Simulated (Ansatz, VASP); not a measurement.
# One calculation of Br, two programs

INCAR

```
SYSTEM = Br
ALGO     = Normal         ! electronic algorithm
EDIFF    = 1E-8           ! SCF threshold, eV
ENCUT    = 520            ! plane-wave cutoff, eV
GGA      = PE             ! functional
ISIF     = 2              ! what is computed and relaxed
ISMEAR   = -1             ! smearing method
LASPH    = .TRUE.         ! aspherical terms in the spheres
LCHARG   = .FALSE.        ! write CHGCAR
LEFG     = .TRUE.       
LREAL    = .FALSE.        ! projectors in reciprocal space
LWAVE    = .FALSE.        ! write WAVECAR
NBANDS   = 10             ! bands
NELM     = 60             ! most SCF steps
PREC     = Accurate       ! precision mode
SIGMA    = 0.03           ! smearing width, eV
```

Contents of KPOINTS:

```
k-points
0
G
  16 16 16
  0 0 0
```

The input POSCAR:

```
Br
1.0
    0.0000000000      2.3216249341      2.3216249341
    2.3216249341      0.0000000000      2.3216249341
    2.3216249341      2.3216249341      0.0000000000
Br
1
Direct
    0.0000000000      0.0000000000      0.0000000000
```

Input for Ansatz:

```yaml
crystal:
  lattice:
    - [0.0, 2.3216249341, 2.3216249341]
    - [2.3216249341, 0.0, 2.3216249341]
    - [2.3216249341, 2.3216249341, 0.0]
  atoms:
    - { symbol: Br, position: [0.0, 0.0, 0.0] }
kpoints:
  mp_grid: { grid: [16, 16, 16] }
scf:
  occupations: { method: fermi_dirac, width: 0.03 }
hamiltonian:
  xc: pbe
  pseudopotentials: { kind: paw }
output:
  forces: true
  stress: true
  eigenvalues: true
  efg: { contact_densities: true }
```

Change from the starting cell: volume scaled by 0.95, PAW files.

Alike in both runs: task electric field gradients; functional PBE; k mesh 16 × 16 × 16; occupations fermi-dirac, width 0.03 eV; no spin polarisation.

|  | VASP | Ansatz |
| --- | --- | --- |
| version | VASP 6.6.1 | Ansatz 0.2.0 |
| potentials or method | VASP PAW PBE potentials, release 64 (Br) | PAW with Ansatz's default frozen-core files, scalar-relativistic |
| plane-wave cutoff (eV) | 520 | 420 |
| valence electrons in the cell | 7 | 7 |

|  | VASP | Ansatz | Ansatz less VASP |
| --- | --- | --- | --- |
| pressure (GPa) | 1.6 | 1.6 | -0.01 |
